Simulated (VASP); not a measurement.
# HgH3 (P1) in VASP: relaxation of cell and atoms with PBE

Aim: the relaxation of cell and atoms of HgH3 with PBE.

All numbers are computed with VASP 6.6.1; they aren't measurements. Logs are shortened: lines on timing, memory, paths and dates and some standing lists are left out, and cuts for length are marked.

**1. The cell of the first run**

The typed cell holds 8 atoms: a = 7.175 Å, b = 7.187 Å, c = 7.127 Å, α = 89.36°, β = 89.14°, γ = 88.54°.

**2. Relaxation of cell and atoms, PBE**

The input, INCAR:

```
ALGO = Normal
EDIFF = 1E-7
EDIFFG = -0.025
ENCUT = 600
GGA = PE
IBRION = 2
ISIF = 3
ISMEAR = 0
LASPH = T
LCHARG = F
LREAL = F
LWAVE = F
NELM = 100
NSW = 80
PREC = Accurate
SIGMA = 0.1
```

The input, KPOINTS:

```
k-points
0
Gamma
  2 2 2
```

The input, POSCAR:

```
HgH3
1.0
    7.1740754908      0.0910723433      0.0532918081
    0.0910723433      7.1866117153      0.0393774474
    0.0532918081      0.0393774474      7.1263540071
Hg H
2 6
Direct
    0.4980681617      0.5384152557      0.4829404311
   -0.0223950392      0.0229868886      0.0073189330
    0.0550866426      0.4714211619      0.4743081333
    0.9426415640      0.5001773036      0.4999675253
    0.5074158476      0.0540829858      0.5112663807
    0.4923911608      0.9282929506      0.5037551015
    0.5120881207      0.4938660828      0.0816101089
    0.5147035418      0.4907573709      0.9388333861
```

Potentials or basis: VASP PAW PBE potentials, release 64 (Hg, H).

Command:

```console
$ cat potpaw_PBE.64/Hg/POTCAR potpaw_PBE.64/H/POTCAR > POTCAR
$ mpirun -np 1 vasp_std > vasp.out
```

OUTCAR:

```text
EDIFF = 1E-7
   EDIFFG = -0.025
   ENCUT = 600
   GGA = PE
   IBRION = 2
   ISIF = 3
   ISMEAR = 0
   LASPH = T
   LREAL = F
   NELM = 100
   NSW = 80
   PREC = Accurate

 ion  position               nearest neighbor table
   1  0.498  0.538  0.483-
   2  0.978  0.023  0.007-
   3  0.055  0.471  0.474-   4 0.85
   4  0.943  0.500  0.500-   3 0.85
   5  0.507  0.054  0.511-
   6  0.492  0.928  0.504-
   7  0.512  0.494  0.082-
   8  0.515  0.491  0.939-

  Warning from LATTYP: Got some problem with cell dimensions!
  Tried to take original basis but could not verify dimensions!
  LATTYP: Found a triclinic cell.
 ALAT       =     7.1748514505
 B/A-ratio  =     1.3973469983
 C/A-ratio  =     1.7586389309
 COS(alpha) =     0.0001460903
 COS(beta)  =     0.5915486946
 COS(gamma) =     0.6974311029

  Lattice vectors:

 A1 = (  -7.1740754908,  -0.0910723433,  -0.0532918081)
 A2 = (  -7.0830031475,   7.0955393720,  -0.0139143607)
 A3 = (  -7.3184396422,  -7.3170615060,  -7.2190232626)

Analysis of symmetry for initial positions (statically):
=====================================================================
 Subroutine PRICEL returns:
 Original cell was already a primitive cell.

 Routine SETGRP: Setting up the symmetry group for a
 triclinic supercell.

 Subroutine GETGRP returns: Found  1 space group operations
 (whereof  1 operations were pure point group operations)
 out of a pool of  2 trial point group operations.

The static configuration has the point symmetry C_1 .

Analysis of symmetry for dynamics (positions and initial velocities):
=====================================================================
 Subroutine PRICEL returns:
 Original cell was already a primitive cell.

 Routine SETGRP: Setting up the symmetry group for a
 triclinic supercell.

 Subroutine GETGRP returns: Found  1 space group operations
 (whereof  1 operations were pure point group operations)
 out of a pool of  2 trial point group operations.

The dynamic configuration has the point symmetry C_1 .

 Subroutine INISYM returns: Found  1 space group operations
 (whereof  1 operations are pure point group operations),
 and found     1 'primitive' translations

----------------------------------------------------------------------------------------

                                     Primitive cell

  volume of cell :     367.3253

  direct lattice vectors                    reciprocal lattice vectors
     7.174075491  0.091072343  0.053291808     0.139420813 -0.001761151 -0.001032876
     0.091072343  7.186611715  0.039377447    -0.001761151  0.139174091 -0.000755852
     0.053291808  0.039377447  7.126354007    -0.001032876 -0.000755852  0.140336111

  length of vectors
     7.174851450  7.187296620  7.126662054     0.139435761  0.139187286  0.140341947

  position of ions in fractional coordinates (direct lattice)
     0.498068162  0.538415256  0.482940431
     0.977604961  0.022986889  0.007318933
     0.055086643  0.471421162  0.474308133
     0.942641564  0.500177304  0.499967525
     0.507415848  0.054082986  0.511266381
     0.492391161  0.928292951  0.503755101
     0.512088121  0.493866083  0.081610109
     0.514703542  0.490757371  0.938833386

  ion indices of the primitive-cell ions
   primitive index   ion index
                 1           1
                 2           2
                 3           3
                 4           4
                 5           5
                 6           6
                 7           7
                 8           8

----------------------------------------------------------------------------------------

 KPOINTS: k-points

Automatic generation of k-mesh.
 Grid dimensions read from file:
 generate k-points for:    2    2    2

 Generating k-lattice:

  Cartesian coordinates                     Fractional coordinates (reciprocal lattice)
     0.069710406 -0.000880575 -0.000516438     0.500000000  0.000000000  0.000000000
    -0.000880575  0.069587046 -0.000377926     0.000000000  0.500000000  0.000000000
    -0.000516438 -0.000377926  0.070168056     0.000000000  0.000000000  0.500000000

  Length of vectors
     0.069717881  0.069593643  0.070170974

  Shift w.r.t. Gamma in fractional coordinates (k-lattice)
     0.000000000  0.000000000  0.000000000

 Subroutine IBZKPT returns following result:
 ===========================================

 Found      8 irreducible k-points:

 Following reciprocal coordinates:
            Coordinates               Weight
  0.000000  0.000000  0.000000      1.000000
  0.500000 -0.000000 -0.000000      1.000000
  0.000000  0.500000 -0.000000      1.000000
  0.500000  0.500000 -0.000000      1.000000
  0.000000 -0.000000  0.500000      1.000000
  0.500000 -0.000000  0.500000      1.000000
  0.000000  0.500000  0.500000      1.000000
  0.500000  0.500000  0.500000      1.000000
   k-points           NKPTS =      8   k-points in BZ     NKDIM =      8   number of bands    NBANDS=     20
   number of dos      NEDOS =    301   number of ions     NIONS =      8
   total plane-waves  NPLWV = 216000
   dimension x,y,z NGX =    60 NGY =   60 NGZ =   60
   dimension x,y,z NGXF=   120 NGYF=  120 NGZF=  120
   ions per type =               2   6
   NGX,Y,Z   is equivalent  to a cutoff of  13.90, 13.88, 14.00 a.u.
   NGXF,Y,Z  is equivalent  to a cutoff of  27.80, 27.76, 27.99 a.u.
 SYSTEM =  unknown system
   PREC   = accura    normal or accurate (medium, high low for compatibility)
   ISTART =      0    job   : 0-new  1-cont  2-samecut
   ICHARG =      2    charge: 1-file 2-atom 10-const
   ISPIN  =      1    spin polarized calculation?
   LNONCOLLINEAR =      F non collinear calculations
   LSORBIT =      F    spin-orbit coupling
   LASPH  =      T    aspherical Exc in radial PAW
   ENCUT  =  600.0 eV  44.10 Ry    6.64 a.u.  14.33 14.35 14.23*2*pi/ulx,y,z
   NELM   =    100;   NELMIN=  2; NELMDL= -5     # of ELM steps
   EDIFF  = 0.1E-06   stopping-criterion for ELM
   LREAL  =      F    real-space projection
   EDIFFG = -.3E-01   stopping-criterion for IOM
   NSW    =     80    number of steps for IOM
   IBRION =      2    ionic relax: 0-MD 1-quasi-New 2-CG
   NFREE  =      1    steps in history (QN), initial steepest desc. (CG)
   ISIF   =      3    stress and relaxation
   ISYM   =      2    0-nonsym 1-usesym 2-fastsym
   POTIM  = 0.5000    time-step for ionic-motion
   TEBEG  =    0.0;   TEEND  =   0.0 temperature during run
   PSTRESS=    0.0 pullay stress
   NELECT =      30.0000    total number of electrons
   NUPDOWN=      -1.0000    fix difference up-down
   EMIN   =  10.00;   EMAX   =-10.00  energy-range for DOS
   EFERMI =   0.00;   METHOD = LEGACY
   ISMEAR =     0;   SIGMA  =   0.10  broadening in eV -4-tet -1-fermi 0-gaus
   EFERMI_NEDOS =   21; number of points for ismear=-14 and -15
   IALGO  =     38    algorithm
   IMIX   =      4    mixing-type and parameters
     AMIX     =   0.40;   BMIX     =  1.00
     AMIX_MAG =   1.60;   BMIX_MAG =  1.00
  volume/ion in A,a.u.               =      45.92       309.85
  Fermi-wavevector in a.u.,A,eV,Ry     =   0.710283  1.342241  6.864173  0.504502
  Thomas-Fermi vector in A             =   1.797090
   LORBIT       =      0    0 simple, 1 ext, 2 COOP (PROOUT), +10 PAW based schemes
   GGA     = PE    functional components
   LHFCALC =     F    Hartree Fock is set to
   AEXX    =    0.0000 exact exchange contribution
   IVDW    =     0    specifies the selected vdW correction
   LEPSILON=     F    determine dielectric tensor
   LRPA    =     F    only Hartree local field effects (RPA)
 conjugate gradient relaxation of ions
 non-spin polarized calculation
 Gauss-broadening in eV      SIGMA  =   0.10
  energy-cutoff  :      600.00
  volume of cell :      367.33
 maximum number of plane-waves:     12292
 NGX is ok and might be reduce to    60
   NGX = 29   NGY = 29   NGZ = 29

--------------------------------------- Ionic step        1  -------------------------------------------

 number of electron      30.0000000 magnetization

 Free energy of the ion-electron system (eV)
  ---------------------------------------------------
  ext. energy  EPLUGINS =         0.00000000
  ---------------------------------------------------
  free energy    TOTEN  =       -19.22343519 eV

  energy without entropy =      -19.22343519  energy(sigma->0) =      -19.22343519

------------------------ aborting loop because EDIFF is reached ----------------------------------------

  FORCE on cell =-STRESS in cart. coord.  units (eV):
  Direction    XX          YY          ZZ          XY          YZ          ZX
  --------------------------------------------------------------------------------------
  -------------------------------------------------------------------------------------
  Total       -1.8817867     -3.0984709     -4.4348007      0.0561941     -0.4034289      0.4242064
  in kB       -8.2078641    -13.5147242    -19.3434475      0.2451041     -1.7596521      1.8502780
  external PRESSURE =     -13.6886786 kB  Pullay stress =       0.0000000 kB
[... 107 lines left out ...]
  FREE ENERGIE OF THE ION-ELECTRON SYSTEM (eV)
  ---------------------------------------------------
  free  energy   TOTEN  =       -20.3355901537 eV

  energy  without entropy=      -20.3355901536  energy(sigma->0) =      -20.33559015

[... ionic steps 4 to 21 ...]

--------------------------------------- Ionic step       22  -------------------------------------------

 number of electron      30.0000002 magnetization

------------------------ aborting loop because EDIFF is reached ----------------------------------------

  FORCE on cell =-STRESS in cart. coord.  units (eV):
  Direction    XX          YY          ZZ          XY          YZ          ZX
  --------------------------------------------------------------------------------------
  -------------------------------------------------------------------------------------
  Total        0.0128163     -0.0964365     -0.0537979     -0.0025630     -0.0015112      0.0004279
  in kB        0.0527088     -0.3966078     -0.2212507     -0.0105407     -0.0062150      0.0017599
  external PRESSURE =      -0.1883832 kB  Pullay stress =       0.0000000 kB
[... 69 lines left out ...]
  energy  without entropy=      -20.4045021738  energy(sigma->0) =      -20.40450217

--------------------------------------- Ionic step       24  -------------------------------------------

 number of electron      30.0000002 magnetization

 Free energy of the ion-electron system (eV)
  ---------------------------------------------------
  ext. energy  EPLUGINS =         0.00000000
  ---------------------------------------------------
  free energy    TOTEN  =       -20.40454976 eV

  energy without entropy =      -20.40454976  energy(sigma->0) =      -20.40454976

 E-fermi :  -5.1963     XC(G=0):  -3.9519

 val. band max:       -5.6714930917   @ k =   0.0000   0.0000   0.0000
 cond. band min:      -0.7593956639   @ k =   0.0000   0.0000   0.0000
 fundamental gap:      4.9120974278
 Fermi energy:        -5.1963417418

 k-point     1 :       0.0000    0.0000    0.0000
  band No.  band energies     occupation
      1      -9.4708      2.00000
      2      -9.4500      2.00000
      3      -9.4253      2.00000
      4      -8.9817      2.00000
      5      -8.9800      2.00000
      6      -8.9788      2.00000
[... 12 lines left out ...]
     19       0.5009      0.00000
[... 195 lines left out ...]
  FREE ENERGIE OF THE ION-ELECTRON SYSTEM (eV)
  ---------------------------------------------------
  free  energy   TOTEN  =       -20.4045497612 eV

  energy  without entropy=      -20.4045497612  energy(sigma->0) =      -20.40454976

 reached required accuracy - stopping structural energy minimisation
```

It took 12 min on 1 thread of Intel Xeon 6975P-C (Granite Rapids), shared host; peak memory 0.56 GiB.

What came out:

```
Free energy                           : -20.4045 eV
Relaxed volume                        : 48.81 Å³/atom
Relaxed cell                          : a = 7.230 Å, b = 7.447 Å, c = 7.258 Å, α = 88.63°, β = 89.02°, γ = 88.34°
Space group after relaxing (to 0.1 Å) : P1 (No. 1)
Energy gained by relaxing             : 147.6 meV/atom
Ionic steps                           : 24
Pressure after relaxing               : 0.0 GPa
Largest force after relaxing          : 0.024 eV/Å
Band gap on the k mesh                : 4.91 eV
```

Forces in eV/Å, atoms in the order of the input:
```
Hg   0.000 -0.008  0.008
Hg  -0.002  0.001  0.001
H   -0.014  0.006  0.007
H    0.013 -0.009 -0.007
H   -0.002 -0.003 -0.001
H    0.003  0.016  0.002
H    0.002 -0.001  0.015
H    0.000 -0.001 -0.023
```

Step by step:
| step | energy change (eV) | largest force (eV/Å) | pressure (GPa) | volume (Å³) |
| --- | --- | --- | --- | --- |
| 1 | 0.0000 | 4.1694 | -1.37 | 367.33 |
| 2 | 0.6914 | 11.1386 | 2.68 | 346.84 |
| 3 | -1.1122 | 1.3368 | 0.09 | 356.29 |
| 4 | -0.8696 | 5.1494 | 0.30 | 355.88 |
| 5 | -1.1661 | 0.2873 | 0.10 | 356.16 |
| 6 | -1.1661 | 0.2926 | 0.10 | 356.16 |
| 7 | -1.1644 | 0.4562 | -0.04 | 357.25 |
| 8 | -1.1675 | 0.0665 | 0.04 | 356.59 |
| 9 | -1.1679 | 0.0657 | 0.04 | 357.10 |
| 10 | -1.1686 | 0.1766 | 0.04 | 358.60 |
| 11 | -1.1687 | 0.1747 | 0.04 | 358.72 |
| 12 | -1.1691 | 0.1688 | 0.04 | 359.06 |
| 13 | -1.1697 | 0.1572 | 0.04 | 359.75 |
| 14 | -1.1710 | 0.1340 | 0.04 | 361.13 |
| 15 | -1.1731 | 0.0880 | 0.04 | 363.90 |
| 16 | -1.1761 | 0.1414 | 0.04 | 369.48 |
| 17 | -1.1772 | 0.3414 | 0.04 | 380.78 |
| 18 | -1.1775 | 0.2800 | 0.04 | 377.33 |
| 19 | -1.1781 | 0.2481 | 0.04 | 378.45 |
| 20 | -1.1796 | 0.1534 | 0.02 | 381.83 |
| 21 | -1.1809 | 0.0713 | -0.01 | 388.65 |
| 22 | -1.1810 | 0.0684 | -0.02 | 389.57 |
| 23 | -1.1811 | 0.0460 | -0.01 | 389.95 |
| 24 | -1.1811 | 0.0235 | -0.01 | 390.46 |

Final structure:
```yaml
crystal:
  lattice:
    - [7.22935, 0.10749, 0.06211]
    - [0.10452, 7.44575, 0.08753]
    - [0.06084, 0.08732, 7.25681]
  atoms:
    - { symbol: Hg, position: [0.49740, 0.51963, 0.49450] }
    - { symbol: Hg, position: [0.97718, 0.02323, 0.00756] }
    - { symbol: H, position: [0.04895, 0.47391, 0.47740] }
    - { symbol: H, position: [0.94852, 0.49605, 0.49683] }
    - { symbol: H, position: [0.50511, 0.05228, 0.51094] }
    - { symbol: H, position: [0.49515, 0.95238, 0.50548] }
    - { symbol: H, position: [0.51319, 0.49259, 0.05532] }
    - { symbol: H, position: [0.51450, 0.48993, 0.95196] }
```

Caveat: the k points lie up to 0.43 Å⁻¹ apart in the final cell; spin-orbit coupling is left out, which moves the levels of the heavy elements. A k mesh can miss the band edges.
